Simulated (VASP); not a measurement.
**W: single point with PBE**

The system is W.

```
CELL_PARAMETERS angstrom
2.63766 0.00000 0.00000
0.00000 2.63766 0.00000
0.00000 0.00000 2.63766
ATOMIC_POSITIONS crystal
W 0.00000 0.00000 0.00000
```

This isn't the form of W at room conditions, which is bcc.

```
Program                : VASP 6.6.1
Task                   : single point
Functional             : PBE
Potentials or basis    : VASP PAW PBE potentials, release 64 (W_sv)
Cutoff                 : 520 eV
k mesh                 : 12 × 12 × 12
Occupations            : fermi-dirac, width 0.1 eV
Spin                   : no spin polarisation
Dipole correction      : no
Further INCAR settings : ALGO = Normal; EDIFF = 1e-07; NBANDS = 13
```

```
Pressure               : 0.5 GPa
Band gap on the k mesh : zero (bands 7 and 8 overlap by 2.47 eV)
```

Levels at points of the mesh, in eV from the Fermi level:
```
           k point  band 5  band 6  band 7  band 8  band 9  band 10
(0.00, 0.00, 0.00)   -8.55   -4.31   -4.31    4.69    4.69     4.69
(0.50, 0.00, 0.00)   -5.06   -3.34   -0.75    0.94    0.94     5.09
(0.50, 0.50, 0.00)   -5.50   -2.90    1.70    1.70    4.73     4.73
(0.50, 0.50, 0.50)   -3.85   -3.85   -3.85    7.35    7.61     7.61
```

Run time: 12 s on 1 thread of Intel Xeon 8259CL (shared host), peak memory 0.13 GiB.

Caveat: spin-orbit coupling is left out, which moves the levels of the heavy elements.
